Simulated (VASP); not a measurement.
Input of a VASP 6.6.1 run:

File POSCAR:

```
Mg
1.0
    3.1368348662      0.0000000000      0.0000000000
   -1.5684174331      2.7165786817      0.0000000000
    0.0000000000      0.0000000000     10.1960864233
Mg
4
Direct
    0.0000000000      0.0000000000      0.0000000000
    0.0000000000      1.0000000000      0.5000000000
    0.3333333333      0.6666666667      0.2500000000
    0.6666666667      0.3333333333      0.7500000000
```

File INCAR.step1:

```
PREC = Accurate
ENCUT = 520
ISMEAR = -1
SIGMA = 0.1
LREAL = F
LASPH = T
NELM = 100
NBANDS = 12
GGA = PE
ALGO = Normal
EDIFF = 1E-4
LWAVE = T
LCHARG = F
```

INCAR.step2

```
PREC = Accurate
ENCUT = 520
EDIFF = 1E-7
ISMEAR = -1
SIGMA = 0.1
LREAL = F
LASPH = T
NELM = 100
ALGO = Normal
ISIF = 2
LWAVE = F
LCHARG = F
METAGGA = R2SCAN
LMIXTAU = T
NBANDS = 12
ISTART = 1
```

Contents of KPOINTS:

```
Automatic mesh
0
Gamma
  13 13 4
```

Potentials or basis: VASP PAW PBE potentials, release 64 (Mg).

Run with:

```console
$ cat potpaw_PBE.64/Mg/POTCAR > POTCAR
$ cp INCAR.step1 INCAR
$ mpirun -np 1 vasp_std > vasp.out
$ cp INCAR.step2 INCAR
$ mpirun -np 1 vasp_std > vasp.out
```

Task: Estimate the band gap on the k mesh.

Result: Zero (band 4 reaches 4.12 eV, above the bottom of band 5 at 1.73 eV).

Task: Estimate the pressure.

Result: 1.5 GPa.

Stress tensor (GPa, compression positive):
```
1.59 0.00 0.00
0.00 1.59 0.00
0.00 0.00 1.40
```

Caveat: the PAW data sets were made with another functional, which shifts forces and pressure a little.
